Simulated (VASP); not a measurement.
Crystal: In4BiSb3.

```
Sb In Bi
1.0
    -3.24341    3.24341    6.48682
     3.24341   -3.24341    6.48682
     3.24341    3.24341   -6.48682
Sb In Bi
3 4 1
Cartesian
  3.2434 0.0000 3.2434
  0.0000 0.0000 6.4868
  0.0000 3.2434 3.2434
  -1.6217 1.6217 8.1085
  1.6217 1.6217 -1.6217
  1.6217 -1.6217 8.1085
  1.6217 1.6217 4.8651
  0.0000 0.0000 0.0000
```

- Program: VASP 6.6.1
- Task: relaxation of cell and atoms
- Functional: PBE
- Potentials or basis: VASP PAW PBE potentials, release 64 (Sb, In_d, Bi_d)
- Cutoff: 500 eV
- k mesh: 6 × 6 × 6
- Occupations: fermi-dirac, width 0.02 eV
- Spin: no spin polarisation

At the start: pressure 4.0 GPa; volume 34.12 Å³/atom.

Task: How do energy, volume and symmetry change on relaxing?

Result: Over 10 steps the energy falls by 42.0 meV/atom and the volume is 37.40 Å³/atom (+9.6 %); space group I-42m (No. 121, to 0.1 Å) before and after.

The path:
```
step  energy change (eV)  largest force (eV/Å)  pressure (GPa)  volume (Å³)
   1              0.0000                0.4173            4.03       272.96
   2             -0.2977                0.1765           -0.96       308.30
   3             -0.3220                0.2216           -0.06       299.82
   4             -0.3219                0.2182           -0.13       300.38
   5             -0.3298                0.1447           -0.10       300.04
   6             -0.3362                0.0250           -0.02       299.36
   7             -0.3362                0.0255           -0.02       299.34
   8             -0.3363                0.0123            0.02       299.02
   9             -0.3363                0.0092            0.02       298.94
  10             -0.3364                0.0012           -0.01       299.19
```

Final structure:
```yaml
crystal:
  lattice:
    - [-3.34376, 3.34376, 6.68987]
    - [3.34376, -3.34376, 6.68987]
    - [3.34376, 3.34376, -6.68987]
  atoms:
    - { symbol: Sb, position: [0.25000, 0.75000, 0.50000] }
    - { symbol: Sb, position: [0.50000, 0.50000, 0.00000] }
    - { symbol: Sb, position: [0.75000, 0.25000, 0.50000] }
    - { symbol: In, position: [0.87220, 0.38122, 0.00000] }
    - { symbol: In, position: [0.12781, 0.12781, 0.50903] }
    - { symbol: In, position: [0.38122, 0.87220, 0.00000] }
    - { symbol: In, position: [0.61878, 0.61878, 0.49097] }
    - { symbol: Bi, position: [0.00000, 0.00000, 0.00000] }
```
